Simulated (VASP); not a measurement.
# C (C2/m) in VASP: further runs, part 2 of 3

VASP 6.6.1. The steps go on from the part before.

## (3) Relaxation of cell and atoms, LDA

This run uses another cell than the first one, of 9.15 Å³/atom.

INCAR

```
SYSTEM = C
PREC = Accurate ; ENCUT = 1300
EDIFF = 1E-7 ; ISMEAR = -1
SIGMA = 0.05 ; LREAL = .False.
LASPH = .True. ; NELM = 120
ALGO = Normal ; ISIF = 3
LWAVE = .False. ; LCHARG = .False.
IBRION = 2 ; NSW = 60
EDIFFG = -0.01 ; GGA_COMPAT = .False.
NELMIN = 4
```

KPOINTS

```
regular mesh
0
Gamma
  13 13 8
  0 0 0
```

POSCAR

```
C
1.0
    2.1273203072     -1.2282824400      0.0000000000
    2.1273203072      1.2282824400      0.0000000000
   -1.3790696309      0.0000000000      3.5028300786
C
2
Direct
    0.1666444700      0.1666444700      0.9999069600
    0.8333555300      0.8333555300      0.0000930400
```

Potentials or basis: VASP PAW LDA potentials, release 64 (C_h).

Launch:

```bash
$ cat potpaw_LDA.64/C_h/POTCAR > POTCAR
$ mpirun -np 1 vasp_std > vasp.out
```

OUTCAR:

```text
SYSTEM = C
   PREC = Accurate
   ENCUT = 1300
   EDIFF = 1E-7
   ISMEAR = -1
   LREAL = .False.
   LASPH = .True.
   NELM = 120
   ISIF = 3
   IBRION = 2
   NSW = 60
   EDIFFG = -0.01
   NELMIN = 4

 ion  position               nearest neighbor table
   1  0.167  0.167  1.000-   2 1.42   2 1.42   2 1.42
   2  0.833  0.833  0.000-   1 1.42   1 1.42   1 1.42

  LATTYP: Found a base centered monoclinic cell.
 ALAT       =     4.2546406144
 B/A-ratio  =     0.5773848141
 C/A-ratio  =     0.8848045598
 COS(beta)  =    -0.3663329314

  Lattice vectors:

 A1 = (   2.1273203072,  -1.2282824400,   0.0000000000)
 A2 = (   2.1273203072,   1.2282824400,   0.0000000000)
 A3 = (  -1.3790696309,   0.0000000000,   3.5028300786)

Analysis of symmetry for initial positions (statically):
=====================================================================
 Subroutine PRICEL returns:
 Original cell was already a primitive cell.

 Routine SETGRP: Setting up the symmetry group for a
 base centered monoclinic supercell.

 Subroutine GETGRP returns: Found  4 space group operations
 (whereof  4 operations were pure point group operations)
 out of a pool of  4 trial point group operations.

The static configuration has the point symmetry C_2h.

Analysis of symmetry for dynamics (positions and initial velocities):
=====================================================================
 Subroutine PRICEL returns:
 Original cell was already a primitive cell.

 Routine SETGRP: Setting up the symmetry group for a
 base centered monoclinic supercell.

 Subroutine GETGRP returns: Found  4 space group operations
 (whereof  4 operations were pure point group operations)
 out of a pool of  4 trial point group operations.

The dynamic configuration has the point symmetry C_2h.

[... 144 lines left out ...]
  ---------------------------------------------------
  free energy    TOTEN  =       -20.24238651 eV

  energy without entropy =      -20.24238507  energy(sigma->0) =      -20.24238579

------------------------ aborting loop because EDIFF is reached ----------------------------------------

  FORCE on cell =-STRESS in cart. coord.  units (eV):
  Direction    XX          YY          ZZ          XY          YZ          ZX
  --------------------------------------------------------------------------------------
  -------------------------------------------------------------------------------------
  Total       -0.5684263     -0.5766812     -0.1222625      0.0000000      0.0000000     -0.0035571
  in kB      -49.7513091    -50.4738172    -10.7009798      0.0000000      0.0000000     -0.3113307
  external PRESSURE =     -36.9753687 kB  Pullay stress =       0.0000000 kB
[... 89 lines left out ...]
  FREE ENERGIE OF THE ION-ELECTRON SYSTEM (eV)
  ---------------------------------------------------
  free  energy   TOTEN  =       -20.2448604257 eV

  energy  without entropy=      -20.2448591866  energy(sigma->0) =      -20.24485981

[... ionic steps 4 to 9 ...]

--------------------------------------- Ionic step       10  -------------------------------------------

 number of electron       8.0000000 magnetization

------------------------ aborting loop because EDIFF is reached ----------------------------------------
[... 67 lines left out ...]
--------------------------------------- Ionic step       12  -------------------------------------------

 number of electron       8.0000000 magnetization

 Free energy of the ion-electron system (eV)
  ---------------------------------------------------
  ext. energy  EPLUGINS =         0.00000000
  ---------------------------------------------------
  free energy    TOTEN  =       -20.24832841 eV

  energy without entropy =      -20.24832198  energy(sigma->0) =      -20.24832520

 E-fermi :   5.5831     XC(G=0): -10.9439

 val. band max:        5.2465874934   @ k =  -0.3077   0.3077   0.0000
 cond. band min:       5.9607442300   @ k =  -0.3077   0.3077   0.0000
 fundamental gap:      0.7141567365
 Fermi energy:         5.5830943169

 k-point     1 :       0.0000    0.0000    0.0000
  band No.  band energies     occupation
      1     -14.1151      2.00000
      2      -1.1484      2.00000
      3       2.5270      2.00000
      4       2.5322      2.00000
      5       9.3733      0.00000
      6      13.9927      0.00000
      7      13.9960      0.00000
      8      17.0270      0.00000
[... 243 lines left out ...]
 k-point    24 :       0.4615    0.1538    0.0000
  band No.  band energies     occupation
      1     -10.1469      2.00000
      2      -5.1610      2.00000
      3      -2.1263      2.00000
      4       2.4029      2.00000
      5       9.0301      0.00000
      6      15.2973      0.00000
      7      15.9198      0.00000
      8      18.9850      0.00000

 [... further k-points ...]

------------------------ aborting loop because EDIFF is reached ----------------------------------------

  FORCE on cell =-STRESS in cart. coord.  units (eV):
  Direction    XX          YY          ZZ          XY          YZ          ZX
  --------------------------------------------------------------------------------------
  -------------------------------------------------------------------------------------
  Total        0.0033723     -0.0140542     -0.0004045      0.0000000      0.0000000     -0.0043460
  in kB        0.3130021     -1.3044357     -0.0375411      0.0000000      0.0000000     -0.4033734
  external PRESSURE =      -0.3429916 kB  Pullay stress =       0.0000000 kB
[... 17 lines left out ...]
  FREE ENERGIE OF THE ION-ELECTRON SYSTEM (eV)
  ---------------------------------------------------
  free  energy   TOTEN  =       -20.2483284128 eV

  energy  without entropy=      -20.2483219793  energy(sigma->0) =      -20.24832520

 reached required accuracy - stopping structural energy minimisation
```

CONTCAR:

```text
C
   1.00000000000000
     2.1184096115525297   -1.2232421225883989   -0.0031372606926944
     2.1184096115525297    1.2232421225883989   -0.0031372606926944
    -1.3784653984645108    0.0000000000000000    3.3327909785391476
  C
     2
Direct
     0.1666370316228042    0.1666370316228042    0.9998722897107430
     0.8333629683771959    0.8333629683771959    0.0001277102892567

  0.00000000E+00  0.00000000E+00  0.00000000E+00
  0.00000000E+00  0.00000000E+00  0.00000000E+00
```

Wall time 16 min (1 thread of Intel Xeon Platinum 8488C (Sapphire Rapids), shared host); peak memory 0.29 GiB.

What came out:

```
Free energy                           : -20.2483 eV
Relaxed volume                        : 8.63 Å³/atom
Relaxed cell                          : a = 2.446 Å, b = 2.446 Å, c = 3.607 Å, α = 109.40°, β = 109.40°, γ = 60.01°
Space group after relaxing (to 0.1 Å) : R-3m (No. 166)
Energy gained by relaxing             : 3.0 meV/atom
Ionic steps                           : 12
Pressure after relaxing               : 0.0 GPa
Largest force after relaxing          : 0.003 eV/Å
```

Forces on the atoms (eV/Å):
```
C   -0.003  0.000 -0.002
C    0.003  0.000  0.002
```

Step by step:
```csv
step,energy change (eV),largest force (eV/Å),pressure (GPa),volume (Å³)
1,0.0000,0.0036,-3.70,18.31
2,0.0109,0.0081,8.08,17.75
3,-0.0025,0.0017,-0.32,18.14
4,-0.0025,0.0017,-0.25,18.13
5,-0.0028,0.0032,-0.24,18.09
6,-0.0037,0.0167,-0.20,17.94
7,-0.0050,0.0437,-0.09,17.65
8,-0.0056,0.0979,0.21,17.08
9,-0.0058,0.0769,0.07,17.30
10,-0.0058,0.1193,-0.07,17.25
11,-0.0059,0.0438,0.00,17.27
12,-0.0059,0.0033,-0.03,17.26
```

Final structure:
```xyz
2
Lattice="2.1184 -1.2232 -0.0031 2.1184 1.2232 -0.0031 -1.3785 0.0000 3.3328" Properties=species:S:1:pos:R:3 pbc="T T T"
C    -0.6723    0.0000    3.3313
C     3.5306    0.0000   -0.0048
```

(Part 2 of 3 ends here.)
